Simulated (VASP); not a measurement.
**TiO2: single point with PBE+U**

TiO2:

```
Ti O
1.0
    -1.94045    1.94045    4.49870
     1.94045   -1.94045    4.49870
     1.94045    1.94045   -4.49870
Ti O
2 4
Direct
  0.00000 0.00000 0.00000
  0.75000 0.25000 0.50000
  0.20523 0.20523 0.00000
  0.95523 0.45523 0.50000
  0.54477 0.04477 0.50000
  0.79477 0.79477 0.00000
```

```yaml
Program: VASP 6.6.1
Task: single point
Functional: PBE
Potentials_or_basis: VASP PAW PBE potentials, release 64 (Ti_sv, O)
Cutoff: 520 eV
k_mesh: 8 × 8 × 8
Occupations: gaussian, width 0.05 eV
Spin: no spin polarisation
Hubbard_terms: Ti d U = 4.0 eV
```

The pressure is 21.2 GPa and the largest force is 2.513 eV/Å. The band gap on the k mesh is 2.84 eV (least direct gap 3.10 eV).

Forces on the atoms (eV/Å):
```
Ti   0.000  0.000  0.000
Ti   0.000  0.000  0.000
O    0.000  0.000  2.513
O    0.000  0.000  2.513
O    0.000  0.000 -2.513
O    0.000  0.000 -2.513
```

Stress tensor (GPa, compression positive):
```
 8.24  0.00  0.00
 0.00  8.24  0.00
 0.00  0.00 47.22
```

Levels at points of the mesh, in eV from the valence-band top:
```tsv
k point	band 20	band 21	band 22	band 23	band 24	band 25	band 26	band 27	band 28	band 29
(0.00, 0.00, 0.00)	-0.40	-0.40	-0.40	-0.34	-0.34	2.84	3.89	4.83	4.83	4.90
(0.50, 0.00, 0.00)	-1.74	-1.62	-0.81	-0.53	-0.36	3.91	4.33	4.35	4.55	5.10
(0.50, 0.50, 0.00)	-2.49	-1.65	-1.65	-0.01	-0.01	4.27	4.27	4.65	4.65	5.54
(0.50, 0.50, 0.50)	-1.13	-0.96	-0.96	-0.08	-0.08	3.34	3.34	4.75	4.75	5.07
```

Eigenvalues of the final occupation matrices:
| site | spin | trace | eigenvalues |
| --- | --- | --- | --- |
| site 1 d | 1 | 0.84 | 0.09 0.11 0.11 0.22 0.31 |
| site 1 d | 2 | 0.84 | 0.09 0.11 0.11 0.22 0.31 |
| site 2 d | 1 | 0.84 | 0.09 0.11 0.11 0.22 0.31 |
| site 2 d | 2 | 0.84 | 0.09 0.11 0.11 0.22 0.31 |

It took 3 min on 1 thread of Intel(R) Xeon(R) Platinum 8259CL CPU @ 2.50GHz (Skylake/Cascade Lake), on a shared host, peak memory 0.3 GiB.

Caveat: the stress differs along the axes, from 8 to 47 GPa; forces of over 1 eV/Å act on the atoms, so gaps and moduli don't describe the material at rest. A k mesh can miss the band edges.
